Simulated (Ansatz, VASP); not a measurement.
## Two plane-wave programs on KI

```
CELL_PARAMETERS angstrom
6.14408 0.00000 0.00000
0.00000 6.14408 0.00000
0.00000 0.00000 4.33805
ATOMIC_POSITIONS crystal
K 0.00000 0.00000 0.00000
K 0.50000 0.50000 0.00000
I 0.50000 0.00000 0.51375
I 0.00000 0.50000 0.48625
```

Alike in both runs: task single point; functional r2SCAN; k mesh 4 × 4 × 6; occupations gaussian, width 0.02 eV; no spin polarisation.

|  | VASP | Ansatz |
| --- | --- | --- |
| version | VASP 6.6.1 | Ansatz 0.2.0 |
| potentials or method | VASP PAW PBE potentials, release 64 (K_sv, I), cutoff 520 eV | scalar-relativistic, plane waves, PAW |
| valence electrons in the cell | 32 | 52 |

```csv
,VASP,Ansatz,Ansatz less VASP
gap on the k mesh at the Fermi level (eV),3.94,3.94,+0.002
least direct gap on the mesh (eV),3.94,3.94,+0.002
pressure (GPa),-0.5,-0.5,+0.01
```

VASP's potentials were made for PBE, not for r2SCAN. With one functional, cell and mesh, what is left measures potentials, basis and numerics. VASP's potentials hold 32 valence electrons a cell and Ansatz's 52, so a difference there can come from the potentials and not from the codes.

Neither program's run includes spin-orbit coupling.
